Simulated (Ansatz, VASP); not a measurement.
**Two plane-wave programs on MnPt2**

INCAR

```
PREC     = Accurate       # precision mode
ENCUT    = 520            # plane-wave cutoff, eV
EDIFF    = 1E-7           # SCF threshold, eV
ISMEAR   = -1             # smearing method
SIGMA    = 0.05           # smearing width, eV
LREAL    = F              # projectors in reciprocal space
LASPH    = T              # aspherical terms in the spheres
NELM     = 150            # most SCF steps
ALGO     = Normal         # electronic algorithm
ISIF     = 2              # what is computed and relaxed
LWAVE    = F              # write WAVECAR
LCHARG   = F              # write CHGCAR
ISPIN    = 2              # spin polarisation
MAGMOM   = 0 0 0.25       # initial moments
LORBIT   = 11             # projections on sites
LMAXMIX  = 4              # l up to which the mixer works
GGA      = PE             # functional
NBANDS   = 28             # bands
```

File KPOINTS:

```
Automatic mesh
0
Gamma
  11 11 4
```

POSCAR

```
MnPt2
1.0
    2.8584044518      0.0000000000      0.0000000000
   -1.4292022259      2.4754508696      0.0000000000
    0.0000000000      0.0000000000      6.5325040000
Pt Mn
2 1
Direct
    0.6666666667      0.3333333333      0.3162060000
    0.3333333333      0.6666666667      0.6837940000
    0.0000000000      0.0000000000      0.0000000000
```

Contents of input.yaml:

```yaml
crystal:
  lattice:
    - [2.8584044518, 0.0, 0.0]
    - [-1.4292022259, 2.4754508696, 0.0]
    - [0.0, 0.0, 6.532504]
  atoms:
    - { symbol: Pt, position: [0.6666666667, 0.3333333333, 0.316206] }
    - { symbol: Pt, position: [0.3333333333, 0.6666666667, 0.683794] }
    - { symbol: Mn, position: [0.0, 0.0, 0.0], spin: 0.25 }
hamiltonian:
  xc: pbe
  pseudopotentials: { kind: paw }
magnetization:
  spin_polarized: true
kpoints:
  mp_grid: { grid: [11, 11, 4] }
scf:
  occupations: { method: fermi_dirac, width: 0.05 }
output:
  forces: true
  stress: true
  eigenvalues: true
```

Alike in both runs: task single point; functional PBE; k mesh 11 × 11 × 4; occupations fermi-dirac, width 0.05 eV; collinear spin.

|  | VASP | Ansatz |
| --- | --- | --- |
| version | VASP 6.6.1 | Ansatz 0.2.0 |
| potentials or method | VASP PAW PBE potentials, release 64 (Pt, Mn_pv) | Ansatz PAW |
| plane-wave cutoff (eV) | 520 | 420 |
| valence electrons in the cell | 33 | 51 |

```csv
,VASP,Ansatz,Ansatz less VASP
gap on the k mesh at the Fermi level (eV),none,none,-
pressure (GPa),-17.3,-0.5,+16.85
"traceless stress, the component that is largest in VASP (GPa)",8.10,1.78,-6.321
rms of the force components (eV/Å),0.165,0.011,-0.1535
net moment per atom (μB),0.00,1.52,+1.517
size of the moment on the site where the two differ most (μB),0.00,3.74,+3.743
```

The net moments are unlike, so the other rows may belong to different states. Site moments also hang on the region over which each program counts them. Atom by atom the forces differ by 0.176 eV/Å (rms over components). A gap of «none» marks a metal or a gap that the smearing closes. VASP's potentials hold 33 valence electrons a cell and Ansatz's 51, so a difference there can come from the potentials and not from the codes.

Spin-orbit coupling is off throughout.
